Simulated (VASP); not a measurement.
Wanted: the native input for a VASP 6.6.1 run.

```
Task                   : single point
Functional             : PBE
Potentials or basis    : VASP PAW PBE potentials, release 64 (Ge_d)
Cutoff                 : 520 eV
k mesh                 : 14 × 14 × 14
Occupations            : gaussian, width 0.15 eV
Spin                   : no spin polarisation
Dipole correction      : no
Further INCAR settings : ALGO = Normal; EDIFF = 1e-06; NBANDS = 21
```

The structure of Ge lies in POSCAR:

```
Ge
1.0
    0.0000000000      2.7580507500      2.6873315000
    2.7580507500      0.0000000000      2.6873315000
    2.7580507500      2.7580507500      0.0000000000
Ge
2
Direct
    0.5000000000      0.5000000000      0.5000000000
    0.7500000000      0.7500000000      0.7500000000
```

This cell differs from its parent crystal: strain -0.025 along x and y, -0.050 along z.

These files were run (other wordings do the same):

INCAR

```
ALGO = Normal ; EDIFF = 1E-6
ENCUT = 520 ; GGA = PE
ISIF = 2 ; ISMEAR = 0
LASPH = True ; LCHARG = False
LREAL = False ; LWAVE = False
NBANDS = 21 ; NELM = 100
PREC = Accurate ; SIGMA = 0.15
```

KPOINTS

```
k-points
0
Gamma
  14 14 14
```

Potentials or basis: VASP PAW PBE potentials, release 64 (Ge_d).

Command:

```bash
$ cat potpaw_PBE.64/Ge_d/POTCAR > POTCAR
$ mpirun -np 1 vasp_std > vasp.out
```

It gave:

- Pressure: 13.3 GPa
- Band gap on the k mesh: 0.11 eV (least direct gap 0.86 eV)

Caveat: the cell differs from its parent crystal (strain -0.025 along x and y, -0.050 along z); the cell stands under pressure.

It took 100 s on 1 thread of Intel(R) Xeon(R) 6975P-C (Granite Rapids), on a shared host, peak memory 0.28 GiB.
